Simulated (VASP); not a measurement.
# Al4GeRu (F-43m) in VASP: a series of runs

Runs on Al4GeRu. Level: PBE. Tasks: single point, relaxation of cell and atoms.

All numbers are computed with VASP 6.6.1; they aren't measurements. Logs are shortened: lines on timing, memory, paths and dates and some standing lists are left out, and cuts for length are marked.

## Step 1: The cell of the first run

Symmetry: F-43m, No. 216, cubic system. Conventional cell: a = 7.058 Å, b = 7.058 Å, c = 7.058 Å, α = 90.00°, β = 90.00°, γ = 90.00°. Al (site symmetry 3m) has 6 Al at 2.47 to 2.52 Å and 3 Ge at 2.92 Å and 3 Ru at 2.93 Å within 3.3 Å. Within 3.9 Å of Ge (site symmetry -43m) lie 12 Al at 2.92 Å and 4 Ru at 3.06 Å. Within 3.9 Å of Ru (site symmetry -43m) lie 12 Al at 2.93 Å and 4 Ge at 3.06 Å.

## Step 2: Single point, PBE

INCAR reads:

```
SYSTEM = Al4GeRu
ALGO = Fast ; EDIFF = 1E-7
ENCUT = 520 ; GGA = PE
ISIF = 2 ; ISMEAR = 0
LASPH = .True. ; LCHARG = .False.
LREAL = .False. ; LWAVE = .False.
NBANDS = 29 ; NELM = 80
PREC = Accurate ; SIGMA = 0.1
```

KPOINTS reads:

```
k-points
0
Gamma
  4 4 4
  0 0 0
```

POSCAR reads:

```
Al4GeRu
1.0
    0.0000000000      3.5288490600      3.5288490600
    3.5288490600      0.0000000000      3.5288490600
    3.5288490600      3.5288490600      0.0000000000
Al Ge Ru
4 1 1
Direct
    0.6238817100      0.6238817100      0.6238817100
    0.1283548800      0.6238817100      0.6238817100
    0.6238817100      0.1283548800      0.6238817100
    0.6238817100      0.6238817100      0.1283548800
    0.2500000000      0.2500000000      0.2500000000
    0.0000000000      0.0000000000      0.0000000000
```

Potentials or basis: VASP PAW PBE potentials, release 64 (Al, Ge_d, Ru_pv).

The run is started by

```bash
cat potpaw_PBE.64/Al/POTCAR potpaw_PBE.64/Ge_d/POTCAR potpaw_PBE.64/Ru_pv/POTCAR > POTCAR
mpirun -np 1 vasp_std > vasp.out
```

OUTCAR:

```text
SYSTEM = Al4GeRu
   EDIFF = 1E-7
   ENCUT = 520
   GGA = PE
   ISIF = 2
   ISMEAR = 0
   LASPH = .True.
   LREAL = .False.
   NELM = 80
   PREC = Accurate

 ion  position               nearest neighbor table
   1  0.624  0.624  0.624-   2 2.47   3 2.47   4 2.47   2 2.52   3 2.52   4 2.52   5 2.92   5 2.92
                             5 2.92   6 2.93   6 2.93   6 2.93
   2  0.128  0.624  0.624-   1 2.47   3 2.47   4 2.47   3 2.52   4 2.52   1 2.52   5 2.92   5 2.92
                             5 2.92   6 2.93   6 2.93   6 2.93
   3  0.624  0.128  0.624-   1 2.47   2 2.47   4 2.47   2 2.52   4 2.52   1 2.52   5 2.92   5 2.92
                             5 2.92   6 2.93   6 2.93   6 2.93
   4  0.624  0.624  0.128-   1 2.47   2 2.47   3 2.47   3 2.52   2 2.52   1 2.52   5 2.92   5 2.92
                             5 2.92   6 2.93   6 2.93   6 2.93
   5  0.250  0.250  0.250-   2 2.92   3 2.92   2 2.92   4 2.92   3 2.92   4 2.92   1 2.92   1 2.92
                             1 2.92   2 2.92   3 2.92   4 2.92   6 3.06   6 3.06   6 3.06   6 3.06
   6  0.000  0.000  0.000-   2 2.93   3 2.93   4 2.93   1 2.93   1 2.93   1 2.93   4 2.93   2 2.93
                             3 2.93   3 2.93   2 2.93   4 2.93   5 3.06   5 3.06   5 3.06   5 3.06

  LATTYP: Found a face centered cubic cell.
 ALAT       =     7.0576981200

  Lattice vectors:

 A1 = (   0.0000000000,   3.5288490600,   3.5288490600)
 A2 = (   3.5288490600,   0.0000000000,   3.5288490600)
 A3 = (   3.5288490600,   3.5288490600,   0.0000000000)

Analysis of symmetry for initial positions (statically):
=====================================================================
 Subroutine PRICEL returns:
 Original cell was already a primitive cell.

 Routine SETGRP: Setting up the symmetry group for a
 face centered cubic supercell.

 Subroutine GETGRP returns: Found 24 space group operations
 (whereof 24 operations were pure point group operations)
 out of a pool of 48 trial point group operations.

The static configuration has the point symmetry T_d .

Analysis of symmetry for dynamics (positions and initial velocities):
=====================================================================
 Subroutine PRICEL returns:
 Original cell was already a primitive cell.

 Routine SETGRP: Setting up the symmetry group for a
 face centered cubic supercell.

 Subroutine GETGRP returns: Found 24 space group operations
 (whereof 24 operations were pure point group operations)
 out of a pool of 48 trial point group operations.

The dynamic configuration has the point symmetry T_d .

 Subroutine INISYM returns: Found 24 space group operations
 (whereof 24 operations are pure point group operations),
 and found     1 'primitive' translations

----------------------------------------------------------------------------------------

                                     Primitive cell

  volume of cell :      87.8879

  direct lattice vectors                    reciprocal lattice vectors
     0.000000000  3.528849060  3.528849060    -0.141689257  0.141689257  0.141689257
     3.528849060  0.000000000  3.528849060     0.141689257 -0.141689257  0.141689257
     3.528849060  3.528849060  0.000000000     0.141689257  0.141689257 -0.141689257

  length of vectors
     4.990546200  4.990546200  4.990546200     0.245412991  0.245412991  0.245412991

  position of ions in fractional coordinates (direct lattice)
     0.623881710  0.623881710  0.623881710
     0.128354880  0.623881710  0.623881710
     0.623881710  0.128354880  0.623881710
     0.623881710  0.623881710  0.128354880
     0.250000000  0.250000000  0.250000000
     0.000000000  0.000000000  0.000000000

  ion indices of the primitive-cell ions
   primitive index   ion index
                 1           1
                 2           2
                 3           3
                 4           4
                 5           5
                 6           6

----------------------------------------------------------------------------------------

 KPOINTS: k-points

Automatic generation of k-mesh.
 Grid dimensions read from file:
 generate k-points for:    4    4    4

 Generating k-lattice:

  Cartesian coordinates                     Fractional coordinates (reciprocal lattice)
    -0.035422314  0.035422314  0.035422314     0.250000000  0.000000000  0.000000000
     0.035422314 -0.035422314  0.035422314     0.000000000  0.250000000  0.000000000
     0.035422314  0.035422314 -0.035422314     0.000000000  0.000000000  0.250000000

  Length of vectors
     0.061353248  0.061353248  0.061353248

  Shift w.r.t. Gamma in fractional coordinates (k-lattice)
     0.000000000  0.000000000  0.000000000

 Subroutine IBZKPT returns following result:
 ===========================================

 Found      8 irreducible k-points:

 Following reciprocal coordinates:
            Coordinates               Weight
  0.000000  0.000000  0.000000      1.000000
  0.250000  0.000000  0.000000      8.000000
  0.500000  0.000000  0.000000      4.000000
  0.250000  0.250000  0.000000      6.000000
  0.500000  0.250000  0.000000     24.000000
 -0.250000  0.250000  0.000000     12.000000
  0.500000  0.500000  0.000000      3.000000
 -0.250000  0.500000  0.250000      6.000000
   k-points           NKPTS =      8   k-points in BZ     NKDIM =      8   number of bands    NBANDS=     29
   number of dos      NEDOS =    301   number of ions     NIONS =      6
   total plane-waves  NPLWV =  64000
   dimension x,y,z NGX =    40 NGY =   40 NGZ =   40
   dimension x,y,z NGXF=    80 NGYF=   80 NGZF=   80
   ions per type =               4   1   1
   NGX,Y,Z   is equivalent  to a cutoff of  13.32, 13.32, 13.32 a.u.
   NGXF,Y,Z  is equivalent  to a cutoff of  26.65, 26.65, 26.65 a.u.
 SYSTEM =  Al4GeRu
   PREC   = accura    normal or accurate (medium, high low for compatibility)
   ISTART =      0    job   : 0-new  1-cont  2-samecut
   ICHARG =      2    charge: 1-file 2-atom 10-const
   ISPIN  =      1    spin polarized calculation?
   LNONCOLLINEAR =      F non collinear calculations
   LSORBIT =      F    spin-orbit coupling
   LASPH  =      T    aspherical Exc in radial PAW
   ENCUT  =  520.0 eV  38.22 Ry    6.18 a.u.   9.28  9.28  9.28*2*pi/ulx,y,z
   NELM   =     80;   NELMIN=  2; NELMDL= -5     # of ELM steps
   EDIFF  = 0.1E-06   stopping-criterion for ELM
   LREAL  =      F    real-space projection
   EDIFFG = 0.1E-05   stopping-criterion for IOM
   NSW    =      0    number of steps for IOM
   IBRION =     -1    ionic relax: 0-MD 1-quasi-New 2-CG
   NFREE  =      0    steps in history (QN), initial steepest desc. (CG)
   ISIF   =      2    stress and relaxation
   ISYM   =      2    0-nonsym 1-usesym 2-fastsym
   POTIM  = 0.5000    time-step for ionic-motion
   TEBEG  =    0.0;   TEEND  =   0.0 temperature during run
   PSTRESS=    0.0 pullay stress
   NELECT =      40.0000    total number of electrons
   NUPDOWN=      -1.0000    fix difference up-down
   EMIN   =  10.00;   EMAX   =-10.00  energy-range for DOS
   EFERMI =   0.00;   METHOD = LEGACY
   ISMEAR =     0;   SIGMA  =   0.10  broadening in eV -4-tet -1-fermi 0-gaus
   EFERMI_NEDOS =   21; number of points for ismear=-14 and -15
   IALGO  =     68    algorithm
   IMIX   =      4    mixing-type and parameters
     AMIX     =   0.40;   BMIX     =  1.00
     AMIX_MAG =   1.60;   BMIX_MAG =  1.00
  volume/ion in A,a.u.               =      14.65        98.85
  Fermi-wavevector in a.u.,A,eV,Ry     =   1.259269  2.379673 21.575543  1.585758
  Thomas-Fermi vector in A             =   2.392837
   LORBIT       =      0    0 simple, 1 ext, 2 COOP (PROOUT), +10 PAW based schemes
   GGA     = PE    functional components
   LHFCALC =     F    Hartree Fock is set to
   AEXX    =    0.0000 exact exchange contribution
   IVDW    =     0    specifies the selected vdW correction
   LEPSILON=     F    determine dielectric tensor
   LRPA    =     F    only Hartree local field effects (RPA)
 non-spin polarized calculation
 RMM-DIIS sequential band-by-band and
 Gauss-broadening in eV      SIGMA  =   0.10
  energy-cutoff  :      520.00
  volume of cell :       87.89
 maximum number of plane-waves:      2421
 NGX is ok and might be reduce to    40
   NGX = 19   NGY = 19   NGZ = 19

 number of electron      40.0000002 magnetization

 Free energy of the ion-electron system (eV)
  ---------------------------------------------------
  ext. energy  EPLUGINS =         0.00000000
  ---------------------------------------------------
  free energy    TOTEN  =       -27.37807609 eV

  energy without entropy =      -27.36102295  energy(sigma->0) =      -27.36954952

 E-fermi :   9.9107     XC(G=0): -11.4507

 val. band max:        9.8295092073   @ k =   0.2500   0.2500   0.0000
 cond. band min:       9.9223326410   @ k =   0.5000   0.0000   0.0000
 fundamental gap:      0.0928234337
 Fermi energy:         9.9106633364

 k-point     1 :       0.0000    0.0000    0.0000
  band No.  band energies     occupation
      1     -32.7539      2.00000
      2     -32.7539      2.00000
      3     -32.7539      2.00000
      4     -14.9117      2.00000
      5     -14.9117      2.00000
      6     -14.9063      2.00000
[... 21 lines left out ...]
     28      12.5027      0.00000
     29      19.5834      0.00000

 k-point     2 :       0.2500    0.0000    0.0000
  band No.  band energies     occupation
      1     -32.7542      2.00000
      2     -32.7540      2.00000
      3     -32.7540      2.00000
      4     -14.9116      2.00000
      5     -14.9116      2.00000
      6     -14.9064      2.00000
[... 21 lines left out ...]
     28      14.9949      0.00000
     29      16.1579      0.00000

 k-point     3 :       0.5000    0.0000    0.0000
  band No.  band energies     occupation
      1     -32.7546      2.00000
      2     -32.7540      2.00000
      3     -32.7540      2.00000
      4     -14.9116      2.00000
      5     -14.9116      2.00000
      6     -14.9065      2.00000
[... 21 lines left out ...]
     28      15.2270      0.00000
     29      16.7836      0.00000

 k-point     4 :       0.2500    0.2500    0.0000
  band No.  band energies     occupation
      1     -32.7542      2.00000
      2     -32.7541      2.00000
      3     -32.7541      2.00000
      4     -14.9119      2.00000
      5     -14.9114      2.00000
      6     -14.9066      2.00000
[... 21 lines left out ...]
     28      15.7368      0.00000
     29      16.2918      0.00000

 k-point     5 :       0.5000    0.2500    0.0000
  band No.  band energies     occupation
      1     -32.7545      2.00000
      2     -32.7542      2.00000
      3     -32.7541      2.00000
      4     -14.9119      2.00000
      5     -14.9114      2.00000
      6     -14.9066      2.00000
[... 21 lines left out ...]
     28      15.2085      0.00000
     29      15.6429      0.00000

 k-point     6 :      -0.2500    0.2500    0.0000
  band No.  band energies     occupation
      1     -32.7544      2.00000
      2     -32.7542      2.00000
      3     -32.7540      2.00000
      4     -14.9116      2.00000
      5     -14.9116      2.00000
      6     -14.9064      2.00000
[... 21 lines left out ...]
     28      15.2467      0.00000
     29      16.8375      0.00000

 k-point     7 :       0.5000    0.5000    0.0000
  band No.  band energies     occupation
      1     -32.7545      2.00000
      2     -32.7542      2.00000
      3     -32.7542      2.00000
      4     -14.9121      2.00000
      5     -14.9112      2.00000
      6     -14.9070      2.00000
[... 21 lines left out ...]
     28      14.5384      0.00000
     29      14.9471      0.00000

 k-point     8 :      -0.2500    0.5000    0.2500
  band No.  band energies     occupation
      1     -32.7544      2.00000
      2     -32.7544      2.00000
      3     -32.7542      2.00000
      4     -14.9119      2.00000
      5     -14.9114      2.00000
      6     -14.9064      2.00000
[... 21 lines left out ...]
     28      14.5806      0.00000
     29      14.6913      0.00000

------------------------ aborting loop because EDIFF is reached ----------------------------------------

  FORCE on cell =-STRESS in cart. coord.  units (eV):
  Direction    XX          YY          ZZ          XY          YZ          ZX
  --------------------------------------------------------------------------------------
  -------------------------------------------------------------------------------------
  Total        6.2108899      6.2108899      6.2108899     -0.0000000      0.0000000     -0.0000000
  in kB      113.2231333    113.2231333    113.2231333     -0.0000000      0.0000000     -0.0000000
  external PRESSURE =     113.2231333 kB  Pullay stress =       0.0000000 kB

 VOLUME and BASIS-vectors are now :
 -----------------------------------------------------------------------------
  energy-cutoff  :      520.00
  volume of cell :       87.89
      direct lattice vectors                 reciprocal lattice vectors
     0.000000000  3.528849060  3.528849060    -0.141689257  0.141689257  0.141689257
     3.528849060  0.000000000  3.528849060     0.141689257 -0.141689257  0.141689257
     3.528849060  3.528849060  0.000000000     0.141689257  0.141689257 -0.141689257

 POSITION                                       TOTAL-FORCE (eV/Angst)
 -----------------------------------------------------------------------------------
      4.40317      4.40317      4.40317         0.544842      0.544842      0.544842
      4.40317      2.65453      2.65453         0.544842     -0.544842     -0.544842
      2.65453      4.40317      2.65453        -0.544842      0.544842     -0.544842
      2.65453      2.65453      4.40317        -0.544842     -0.544842      0.544842
      1.76442      1.76442      1.76442        -0.000000      0.000000      0.000000
      0.00000      0.00000      0.00000        -0.000000      0.000000     -0.000000
 -----------------------------------------------------------------------------------
    total drift:                                0.000005      0.000005      0.000006

  FREE ENERGIE OF THE ION-ELECTRON SYSTEM (eV)
  ---------------------------------------------------
  free  energy   TOTEN  =       -27.3780760900 eV

  energy  without entropy=      -27.3610229460  energy(sigma->0) =      -27.36954952
```

Wall time 77 s (1 thread of AMD EPYC 7R13, shared host); peak memory 0.21 GiB.

Results:

| Item | Value |
| --- | --- |
| Free energy | -27.3781 eV |
| Pressure | 11.3 GPa |
| Largest force | 0.944 eV/Å |
| Band gap on the k mesh | zero (band 20 reaches 10.44 eV, above the bottom of band 21 at 9.32 eV) |

Forces in eV/Å, atoms in the order of the input:
```
Al   0.545  0.545  0.545
Al   0.545 -0.545 -0.545
Al  -0.545  0.545 -0.545
Al  -0.545 -0.545  0.545
Ge   0.000  0.000  0.000
Ru   0.000  0.000  0.000
```

Caveat: the k points lie up to 0.39 Å⁻¹ apart.

## Step 3: Single point, PBE

This run uses another cell than the first one, of 16.04 Å³/atom, 1.095 times its volume.

INCAR reads:

```
PREC = Accurate
ENCUT = 520
EDIFF = 1E-6
ISMEAR = 0
SIGMA = 0.1
LREAL = False
LASPH = True
NELM = 60
ALGO = Normal
ISIF = 2
LWAVE = False
LCHARG = False
GGA = PE
NBANDS = 29
```

KPOINTS reads:

```
regular mesh
0
Gamma
  4 4 4
```

POSCAR reads:

```
Al4GeRu
1.0
    0.0000000000      3.6370362307      3.6370362307
    3.6370362307      0.0000000000      3.6370362307
    3.6370362307      3.6370362307      0.0000000000
Al Ge Ru
4 1 1
Direct
    0.6256167744      0.6256167744      0.6256167744
    0.1231496768      0.6256167744      0.6256167744
    0.6256167744      0.1231496768      0.6256167744
    0.6256167744      0.6256167744      0.1231496768
    0.2500000000      0.2500000000      0.2500000000
    0.0000000000      0.0000000000      0.0000000000
```

Potentials or basis: VASP PAW PBE potentials, release 64 (Al, Ge_d, Ru_pv).

The run is started by

```bash
cat potpaw_PBE.64/Al/POTCAR potpaw_PBE.64/Ge_d/POTCAR potpaw_PBE.64/Ru_pv/POTCAR > POTCAR
mpirun -np 1 vasp_std > vasp.out
```

Run time: 65 s. Hardware: 1 thread of AMD EPYC 7R13, shared host; peak memory 0.21 GiB.

The run converged. Its results:

* Free energy: -27.6950 eV
* Pressure: 0.1 GPa
* Largest force: 0.062 eV/Å
* Band gap on the k mesh: zero (band 20 reaches 9.14 eV, above the bottom of band 21 at 8.27 eV)

Forces on the atoms (eV/Å):
```
Al   0.036  0.036  0.036
Al   0.036 -0.036 -0.036
Al  -0.036  0.036 -0.036
Al  -0.036 -0.036  0.036
Ge   0.000  0.000  0.000
Ru   0.000  0.000  0.000
```

Levels at points of the mesh, in eV from the Fermi level:
```tsv
k point	band 17	band 18	band 19	band 20	band 21	band 22	band 23	band 24
(0.00, 0.00, 0.00)	-2.50	-2.50	-2.50	-0.08	-0.08	-0.08	0.72	0.72
(0.50, 0.00, 0.00)	-2.29	-2.29	-0.77	-0.01	-0.01	0.30	2.45	2.45
(0.50, 0.50, 0.00)	-2.15	-1.61	-0.83	0.33	2.03	2.03	2.03	2.73
```

Caveat: the k points lie up to 0.37 Å⁻¹ apart.

## Step 4: Relaxation of cell and atoms, PBE

INCAR reads:

```
SYSTEM = Al4GeRu
ALGO     = Normal         ! electronic algorithm
EDIFF    = 1E-7           ! SCF threshold, eV
EDIFFG   = -0.04          ! ionic threshold
ENCUT    = 600            ! plane-wave cutoff, eV
GGA      = PE             ! functional
IBRION   = 2              ! ionic algorithm
ISIF     = 3              ! what is computed and relaxed
ISMEAR   = 0              ! smearing method
LASPH    = .True.         ! aspherical terms in the spheres
LCHARG   = .False.        ! write CHGCAR
LREAL    = .False.        ! projectors in reciprocal space
LWAVE    = .False.        ! write WAVECAR
NELM     = 60             ! most SCF steps
NSW      = 90             ! ionic steps
PREC     = Accurate       ! precision mode
SIGMA    = 0.1            ! smearing width, eV
```

KPOINTS reads:

```
k-points
0
Gamma
  4 4 4
  0 0 0
```

POSCAR reads:

```
Al4GeRu
1.0
    0.0000000000      3.5288490600      3.5288490600
    3.5288490600      0.0000000000      3.5288490600
    3.5288490600      3.5288490600      0.0000000000
Al Ge Ru
4 1 1
Direct
    0.6238817100      0.6238817100      0.6238817100
    0.1283548800      0.6238817100      0.6238817100
    0.6238817100      0.1283548800      0.6238817100
    0.6238817100      0.6238817100      0.1283548800
    0.2500000000      0.2500000000      0.2500000000
    0.0000000000      0.0000000000      0.0000000000
```

The run is started by

```bash
cat potpaw_PBE.64/Al/POTCAR potpaw_PBE.64/Ge_d/POTCAR potpaw_PBE.64/Ru_pv/POTCAR > POTCAR
mpirun -np 1 vasp_std > vasp.out
```

Wall time 4.9 min (1 thread of AMD EPYC 7R13, shared host); peak memory 0.22 GiB.

The run converged. Its results:

```yaml
Free_energy: -27.6939 eV
Relaxed_volume: 16.04 Å³/atom
Relaxed_cell: a = 5.144 Å, b = 5.144 Å, c = 5.144 Å, α = 60.00°, β = 60.00°, γ = 60.00°
Space_group_after_relaxing_to_0.05_Å: F-43m (No. 216)
Energy_gained_by_relaxing: 52.5 meV/atom
Ionic_steps: 6
Pressure_after_relaxing: 0.1 GPa
Largest_force_after_relaxing: 0.011 eV/Å
Band_gap_on_the_k_mesh: zero (band 20 reaches 9.13 eV, above the bottom of band 21 at 8.27 eV)
```

Forces in eV/Å, atoms in the order of the input:
```
Al   0.006  0.006  0.006
Al   0.006 -0.006 -0.006
Al  -0.006  0.006 -0.006
Al  -0.006 -0.006  0.006
Ge   0.000  0.000  0.000
Ru   0.000  0.000  0.000
```

The path:
| step | energy change (eV) | largest force (eV/Å) | pressure (GPa) | volume (Å³) |
| --- | --- | --- | --- | --- |
| 1 | 0.0000 | 0.9437 | 11.31 | 87.89 |
| 2 | -0.2003 | 0.6593 | -4.67 | 101.71 |
| 3 | -0.3129 | 0.1790 | 0.33 | 96.05 |
| 4 | -0.3129 | 0.1619 | 0.50 | 95.89 |
| 5 | -0.3147 | 0.0861 | -0.07 | 96.42 |
| 6 | -0.3151 | 0.0110 | 0.09 | 96.26 |

Final structure:
```
Al Ge Ru
1.0
     0.00000    3.63750    3.63750
     3.63750    0.00000    3.63750
     3.63750    3.63750    0.00000
Al Ge Ru
4 1 1
Direct
  0.62574 0.62574 0.62574
  0.12278 0.62574 0.62574
  0.62574 0.12278 0.62574
  0.62574 0.62574 0.12278
  0.25000 0.25000 0.25000
  0.00000 0.00000 0.00000
```

Levels at points of the mesh, in eV from the Fermi level:
```
           k point  band 18  band 19  band 20  band 21  band 22  band 23
(0.00, 0.00, 0.00)    -2.49    -2.49    -0.08    -0.08    -0.08     0.71
(0.50, 0.00, 0.00)    -2.29    -0.77    -0.01    -0.01     0.30     2.45
(0.50, 0.50, 0.00)    -1.61    -0.83     0.33     2.02     2.03     2.03
```

Caveat: the k points lie up to 0.37 Å⁻¹ apart in the final cell.

(Continued in part 2 of 2.)
